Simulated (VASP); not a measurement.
Write the native input for VASP 6.6.1 that does the following.

```yaml
Task: single point
Functional: LDA
Potentials_or_basis: VASP PAW LDA potentials, release 64 (Pb_d, F)
Cutoff: 520 eV
k_mesh: 8 × 8 × 8
Occupations: gaussian, width 0.01 eV
Spin: no spin polarisation
Dipole_correction: no
Further_INCAR_settings: ALGO = Normal; EDIFF = 1e-06; NBANDS = 21
```

The structure of PbF2 lies in POSCAR:

```
PbF2
1.0
    0.0000000000      2.9604381116      2.9604381116
    2.9604381116      0.0000000000      2.9604381116
    2.9604381116      2.9604381116      0.0000000000
Pb F
1 2
Direct
    0.0000000000      0.0000000000      0.0000000000
    0.2500000000      0.2500000000      0.2500000000
    0.7500000000      0.7500000000      0.7500000000
```

The input as run:

INCAR

```
SYSTEM = PbF2
PREC = Accurate ; ENCUT = 520
EDIFF = 1E-6 ; ISMEAR = 0
SIGMA = 0.01 ; LREAL = .FALSE.
LASPH = .TRUE. ; NELM = 100
ALGO = Normal ; ISIF = 2
LWAVE = .FALSE. ; LCHARG = .TRUE.
LELF = .TRUE. ; LVHAR = .TRUE.
NBANDS = 21
```

KPOINTS

```
regular mesh
0
G
  8 8 8
  0 0 0
```

Potentials or basis: VASP PAW LDA potentials, release 64 (Pb_d, F).

The run is started by

```console
$ cat potpaw_LDA.64/Pb_d/POTCAR potpaw_LDA.64/F/POTCAR > POTCAR
$ mpirun -np 1 vasp_std > vasp.out
```

It gave:

```
Pressure               : -4.3 GPa
Band gap on the k mesh : 4.22 eV, indirect (least direct gap 4.38 eV)
```

Caveat: spin-orbit coupling is left out, which moves the levels of the heavy elements.

Wall time 12 s on 1 thread of AMD EPYC 9R45 (Zen 5), with other jobs on the host, peak memory 0.13 GiB.
